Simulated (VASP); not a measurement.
Here is a VASP 6.6.1 calculation.

POSCAR

```
Pt
1.0
    2.8149583939      0.0000000000      0.0000000000
   -1.4074791970      2.4378254797      0.0000000000
    0.0000000000      0.0000000000      4.6223926652
Pt
2
Direct
    0.6666666667      0.3333333333      0.7500000000
    0.3333333333      0.6666666667      0.2500000000
```

File INCAR.step1:

```
PREC = Accurate
ENCUT = 520
ISMEAR = 0
SIGMA = 0.15
LREAL = F
LASPH = T
NELM = 100
NBANDS = 17
GGA = PE
ALGO = Normal
EDIFF = 1E-4
LWAVE = T
LCHARG = F
```

Contents of INCAR.step2:

```
PREC = Accurate
ENCUT = 520
EDIFF = 1E-6
ISMEAR = 0
SIGMA = 0.15
LREAL = F
LASPH = T
NELM = 100
ALGO = Normal
ISIF = 2
LWAVE = F
LCHARG = T
METAGGA = R2SCAN
LMIXTAU = T
LELF = T
LVHAR = T
NBANDS = 17
ISTART = 1
```

KPOINTS

```
Automatic mesh
0
Gamma
  24 24 12
```

Potentials or basis: VASP PAW PBE potentials, release 64 (Pt).

Command:

```bash
$ cat potpaw_PBE.64/Pt/POTCAR > POTCAR
$ cp INCAR.step1 INCAR
$ mpirun -np 1 vasp_std > vasp.out
$ cp INCAR.step2 INCAR
$ mpirun -np 1 vasp_std > vasp.out
```

Problem. Predict the pressure.

Solution. -6.9 GPa.

Problem. Predict the band gap on the k mesh.

Solution. Zero (bands 10 and 11 overlap by 1.25 eV).

Stress tensor (GPa, compression positive):
```
-9.68  0.00  0.00
 0.00 -9.68  0.00
 0.00  0.00 -1.21
```

Caveat: the cell differs from its parent crystal (strain +0.030 along x and y, -0.030 along z); the stress differs along the axes, from -10 to -1 GPa; the PAW data sets were made with another functional, which shifts forces and pressure a little; spin-orbit coupling is left out, which moves the levels of the heavy elements.
